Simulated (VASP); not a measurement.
# CoO (I4/mmm) in VASP: electric field gradients with PBE+U

Aim: the electric field gradients of CoO with PBE+U.

All numbers are computed with VASP 6.6.1; they aren't measurements. Logs are shortened: lines on timing, memory, paths and dates and some standing lists are left out, and cuts for length are marked.

### 1 The cell of the first run

It takes space group I4/mmm (No. 139, tetragonal). The conventional cell has a = 3.016 Å, b = 3.016 Å, c = 4.214 Å, α = 90.00°, β = 90.00°, γ = 90.00°. Co (site symmetry 4/mmm) has 6 O at 2.11 to 2.13 Å within 2.8 Å. Within 2.8 Å of O (site symmetry 4/mmm) lie 6 Co at 2.11 to 2.13 Å.

### 2 Electric field gradients, PBE+U, collinear spin, ferromagnetic start

The input, INCAR:

```
SYSTEM = CoO
PREC = Accurate
ENCUT = 520
EDIFF = 1E-8
ISMEAR = -1
SIGMA = 0.05
LREAL = .FALSE.
LASPH = .TRUE.
NELM = 200
ALGO = Normal
ISIF = 2
LWAVE = .FALSE.
LCHARG = .FALSE.
ISPIN = 2
MAGMOM = 3 0
LORBIT = 11
LMAXMIX = 4
LDAU = .TRUE.
LDAUTYPE = 2
LDAUL = 2 -1
LDAUU = 3.4 0
LDAUJ = 0 0
LDAUPRINT = 1
GGA = PE
LEFG = .TRUE.
NBANDS = 22
GGA_COMPAT = .FALSE.
```

The input, KPOINTS:

```
Automatic mesh
0
G
  15 15 15
  0 0 0
```

The input, POSCAR:

```
CoO
1.0
   -1.5080000000      1.5080000000      2.1072475377
    1.5080000000     -1.5080000000      2.1072475377
    1.5080000000      1.5080000000     -2.1072475377
Co O
1 1
Direct
    0.0000000000      0.0000000000      0.0000000000
    0.5000000000      0.5000000000      0.0000000000
```

Potentials or basis: VASP PAW PBE potentials, release 64 (Co_sv, O).

The run is started by

```sh
> cat potpaw_PBE.64/Co_sv/POTCAR potpaw_PBE.64/O/POTCAR > POTCAR
> mpirun -np 1 vasp_std > vasp.out
```

OUTCAR:

```text
SYSTEM = CoO
   PREC = Accurate
   ENCUT = 520
   EDIFF = 1E-8
   ISMEAR = -1
   LREAL = .FALSE.
   LASPH = .TRUE.
   NELM = 200
   ISIF = 2
   ISPIN = 2
   LORBIT = 11
   GGA = PE

 ion  position               nearest neighbor table
   1  0.000  0.000  0.000-   2 2.11   2 2.11   2 2.13   2 2.13   2 2.13   2 2.13
   2  0.500  0.500  0.000-   1 2.11   1 2.11   1 2.13   1 2.13   1 2.13   1 2.13

  LATTYP: Found a body centered tetragonal cell.
 ALAT       =     3.0160000000
 C/A-ratio  =     1.3973790038

  Lattice vectors:

 A1 = (  -1.5080000000,   1.5080000000,   2.1072475377)
 A2 = (   1.5080000000,  -1.5080000000,   2.1072475377)
 A3 = (   1.5080000000,   1.5080000000,  -2.1072475377)

Analysis of symmetry for initial positions (statically):
=====================================================================
 Subroutine PRICEL returns:
 Original cell was already a primitive cell.

 Routine SETGRP: Setting up the symmetry group for a
 body centered tetragonal supercell.

 Subroutine GETGRP returns: Found 16 space group operations
 (whereof 16 operations were pure point group operations)
 out of a pool of 16 trial point group operations.

The static configuration has the point symmetry D_4h.

Analysis of symmetry for dynamics (positions and initial velocities):
=====================================================================
 Subroutine PRICEL returns:
 Original cell was already a primitive cell.

 Routine SETGRP: Setting up the symmetry group for a
 body centered tetragonal supercell.

 Subroutine GETGRP returns: Found 16 space group operations
 (whereof 16 operations were pure point group operations)
 out of a pool of 16 trial point group operations.

The dynamic configuration has the point symmetry D_4h.

Analysis of structural, dynamic, and magnetic symmetry:
=====================================================================
 Subroutine PRICEL returns:
 Original cell was already a primitive cell.

 Routine SETGRP: Setting up the symmetry group for a
 body centered tetragonal supercell.

 Subroutine GETGRP returns: Found 16 space group operations
 (whereof 16 operations were pure point group operations)
 out of a pool of 16 trial point group operations.

The overall configuration has the point symmetry D_4h.

 Subroutine INISYM returns: Found 16 space group operations
 (whereof 16 operations are pure point group operations),
 and found     1 'primitive' translations

----------------------------------------------------------------------------------------

                                     Primitive cell

  volume of cell :      19.1681

  direct lattice vectors                    reciprocal lattice vectors
    -1.508000000  1.508000000  2.107247538     0.000000000  0.331564987  0.237276348
     1.508000000 -1.508000000  2.107247538     0.331564987  0.000000000  0.237276348
     1.508000000  1.508000000 -2.107247538     0.331564987  0.331564987  0.000000000

  length of vectors
     2.998102764  2.998102764  2.998102764     0.407719764  0.407719764  0.468903701

  position of ions in fractional coordinates (direct lattice)
     0.000000000  0.000000000  0.000000000
     0.500000000  0.500000000  0.000000000

  ion indices of the primitive-cell ions
   primitive index   ion index
                 1           1
                 2           2

----------------------------------------------------------------------------------------
[... 110 lines left out ...]

atom =   1  type =  1  l = 2

 onsite density matrix

spin component  1

  0.9529  0.0000  0.0000 -0.0000  0.0000
  0.0000  0.9246 -0.0000 -0.0000  0.0000
  0.0000 -0.0000  0.9554  0.0000 -0.0000
 -0.0000 -0.0000  0.0000  0.9246  0.0000
  0.0000  0.0000 -0.0000  0.0000  0.9195

spin component  2

  0.0891  0.0000  0.0000  0.0000 -0.0000
  0.0000  0.4502  0.0000  0.0000 -0.0000
  0.0000  0.0000  0.1098  0.0000 -0.0000
  0.0000  0.0000  0.0000  0.4502  0.0000
 -0.0000 -0.0000 -0.0000  0.0000  0.9055

 occupancies and eigenvectors

  o =  0.0891  v =  0.0000  0.0000  0.0000  0.0000  0.0000  1.0000  0.0000  0.0000  0.0000  0.0000      0.0000  0.0000  0.0000  0.0000  0.0000  0.0000  0.0000  0.0000  0.0000  0.0000
  o =  0.1098  v =  0.0000  0.0000  0.0000  0.0000  0.0000  0.0000  0.0000  1.0000  0.0000  0.0000      0.0000  0.0000  0.0000  0.0000  0.0000  0.0000  0.0000  0.0000  0.0000  0.0000
  o =  0.4502  v =  0.0000  0.0000  0.0000  0.0000  0.0000  0.0000 -0.0000  0.0000 -1.0000  0.0000      0.0000  0.0000  0.0000  0.0000  0.0000  0.0000  0.0000  0.0000  0.0000  0.0000
  o =  0.4502  v =  0.0000  0.0000  0.0000  0.0000  0.0000  0.0000  1.0000 -0.0000 -0.0000 -0.0000      0.0000  0.0000  0.0000  0.0000  0.0000  0.0000  0.0000  0.0000  0.0000  0.0000
  o =  0.9055  v =  0.0000  0.0000  0.0000  0.0000  0.0000  0.0000 -0.0000 -0.0000 -0.0000 -1.0000      0.0000  0.0000  0.0000  0.0000  0.0000  0.0000  0.0000  0.0000  0.0000  0.0000
  o =  0.9195  v =  0.0000 -0.0000  0.0000 -0.0000  1.0000  0.0000  0.0000  0.0000  0.0000  0.0000      0.0000  0.0000  0.0000  0.0000  0.0000  0.0000  0.0000  0.0000  0.0000  0.0000
  o =  0.9246  v =  0.0000 -0.1336  0.0000  0.9910 -0.0000  0.0000  0.0000  0.0000  0.0000  0.0000      0.0000  0.0000  0.0000  0.0000  0.0000  0.0000  0.0000  0.0000  0.0000  0.0000
  o =  0.9246  v =  0.0000 -0.9910  0.0000 -0.1336 -0.0000  0.0000  0.0000  0.0000  0.0000  0.0000      0.0000  0.0000  0.0000  0.0000  0.0000  0.0000  0.0000  0.0000  0.0000  0.0000
  o =  0.9529  v =  1.0000  0.0000  0.0000  0.0000  0.0000  0.0000  0.0000  0.0000  0.0000  0.0000      0.0000  0.0000  0.0000  0.0000  0.0000  0.0000  0.0000  0.0000  0.0000  0.0000
  o =  0.9554  v =  0.0000  0.0000  1.0000 -0.0000 -0.0000  0.0000  0.0000  0.0000  0.0000  0.0000      0.0000  0.0000  0.0000  0.0000  0.0000  0.0000  0.0000  0.0000  0.0000  0.0000

 number of electron      22.9999980 magnetization       2.9999998

 Free energy of the ion-electron system (eV)
  ---------------------------------------------------
  ext. energy  EPLUGINS =         0.00000000
  ---------------------------------------------------
  free energy    TOTEN  =       -11.17166693 eV

  energy without entropy =      -11.15552554  energy(sigma->0) =      -11.16359623

 E-fermi :   9.0932     XC(G=0): -12.7157

 val. band max:        9.0894588207   @ k =  -0.2000  -0.2667   0.0667
 cond. band min:       9.0950808169   @ k =  -0.2667   0.4667   0.2000
 fundamental gap:      0.0056219963
 Fermi energy:         9.0931696192

 spin component 1

 k-point     1 :       0.0000    0.0000    0.0000
  band No.  band energies     occupation
      1     -88.0914      1.00000
      2     -51.9290      1.00000
      3     -51.0174      1.00000
      4     -51.0174      1.00000
      5     -11.0349      1.00000
      6       3.9033      1.00000
[... 1193 lines left out ...]
     21      37.7533      0.00000
     22      38.3791      0.00000

 [... further k-points ...]

------------------------ aborting loop because EDIFF is reached ----------------------------------------

  FORCE on cell =-STRESS in cart. coord.  units (eV):
  Direction    XX          YY          ZZ          XY          YZ          ZX
  --------------------------------------------------------------------------------------
  -------------------------------------------------------------------------------------
  Total        0.3253300      0.3253300     -0.5960234      0.0000000     -0.0000000      0.0000000
  in kB       27.1929598     27.1929598    -49.8190772      0.0000000     -0.0000000      0.0000000
  external PRESSURE =       1.5222808 kB  Pullay stress =       0.0000000 kB

 VOLUME and BASIS-vectors are now :
 -----------------------------------------------------------------------------
  energy-cutoff  :      520.00
  volume of cell :       19.17
      direct lattice vectors                 reciprocal lattice vectors
    -1.508000000  1.508000000  2.107247538     0.000000000  0.331564987  0.237276348
     1.508000000 -1.508000000  2.107247538     0.331564987  0.000000000  0.237276348
     1.508000000  1.508000000 -2.107247538     0.331564987  0.331564987  0.000000000

 POSITION                                       TOTAL-FORCE (eV/Angst)
 -----------------------------------------------------------------------------------
      0.00000      0.00000      0.00000        -0.000000      0.000000      0.000000
      0.00000      0.00000      2.10725         0.000000     -0.000000      0.000000
 -----------------------------------------------------------------------------------
    total drift:                               -0.000000      0.000000     -0.000000

  FREE ENERGIE OF THE ION-ELECTRON SYSTEM (eV)
  ---------------------------------------------------
  free  energy   TOTEN  =       -11.1716669266 eV

  energy  without entropy=      -11.1555255413  energy(sigma->0) =      -11.16359623

 Electric field gradients (V/A^2)
---------------------------------------------------------------------
 ion       V_xx      V_yy      V_zz      V_xy      V_xz      V_yz
---------------------------------------------------------------------
   1     -56.378   -56.378   112.755     0.003    -0.001    -0.001
   2      -5.577    -5.577    11.153     0.003     0.003     0.003
---------------------------------------------------------------------

 Electric field gradients after diagonalization (V/A^2)
 (convention: |V_zz| > |V_xx| > |V_yy|)
----------------------------------------------------------------------
 ion       V_xx      V_yy      V_zz     asymmetry (V_yy - V_xx)/ V_zz
----------------------------------------------------------------------
   1     -56.381   -56.374   112.755       0.000
   2      -5.579    -5.574    11.153       0.001
----------------------------------------------------------------------

           NMR quadrupolar parameters

 Cq : quadrupolar parameter    Cq=e*Q*V_zz/h
 eta: asymmetry parameters     (V_yy - V_xx)/ V_zz
 Q  : nuclear electric quadrupole moment in mb (millibarn)
----------------------------------------------------------------------
 ion       Cq(MHz)       eta       Q (mb)
----------------------------------------------------------------------
   1       0.273       0.000       1.000
   2       0.027       0.001       1.000
----------------------------------------------------------------------

 total charge

# of ion       s       p       d       tot
------------------------------------------
    1        2.147   6.064   6.657  14.868
    2        1.551   3.464   0.000   5.015
--------------------------------------------------
tot          3.698   9.528   6.657  19.883

 magnetization (x)

# of ion       s       p       d       tot
------------------------------------------
    1        0.013   0.011   2.668   2.692
    2        0.026   0.215   0.000   0.241
--------------------------------------------------
tot          0.039   0.226   2.668   2.933
```

Run time: 6.2 min. Hardware: 1 thread of Intel Xeon Platinum 8259CL at 2.50GHz (Skylake/Cascade Lake), shared host; peak memory 0.29 GiB.

Results:

```yaml
Free_energy: -11.1717 eV
Pressure: 0.2 GPa
Band_gap_on_the_k_mesh: zero (filled and empty bands overlap)
Net_moment: 3.00 μB per cell
Site_moments: Co +2.69; O +0.24 μB
Largest_electric_field_gradient_by_atom: Co +112.8; O +11.2 V/Å²
Valence_electrons_inside_the_program's_atomic_spheres: Co 14.87; O 5.01
```

Levels at points of the mesh, in eV from the Fermi level:
Spin up:
| k point | band 9 | band 10 | band 11 | band 12 | band 13 | band 14 | band 15 | band 16 | band 17 | band 18 |
| --- | --- | --- | --- | --- | --- | --- | --- | --- | --- | --- |
| (0.00, 0.00, 0.00) | -4.79 | -3.96 | -3.07 | -2.93 | -2.93 | 1.02 | 16.79 | 17.54 | 17.54 | 17.90 |
Spin down:
| k point | band 7 | band 8 | band 9 | band 10 | band 11 | band 12 | band 13 | band 14 |
| --- | --- | --- | --- | --- | --- | --- | --- | --- |
| (0.00, 0.00, 0.00) | -2.49 | -2.49 | -2.45 | -1.04 | -1.04 | 0.97 | 1.54 | 1.62 |

Electric field gradients, principal values (V/Å²):
```csv
atom,least,middle,greatest (by size)
1 Co,-56.374,-56.381,112.755
2 O,-5.574,-5.579,11.153
```

Eigenvalues of the final occupation matrices:
```
    site  spin  trace               eigenvalues
site 1 d     1   4.68  0.92 0.92 0.92 0.95 0.96
site 1 d     2   2.00  0.09 0.11 0.45 0.45 0.91
```

Caveat: the stress differs along the axes, from -5 to 3 GPa; without QUAD_EFG the Cq values of the log hold for a quadrupole moment of 1 mb, not for the nuclei; a cell with one magnetic atom can't hold antiferromagnetic order, which such compounds often take. The state reached can hang on the start; a lower one may exist.
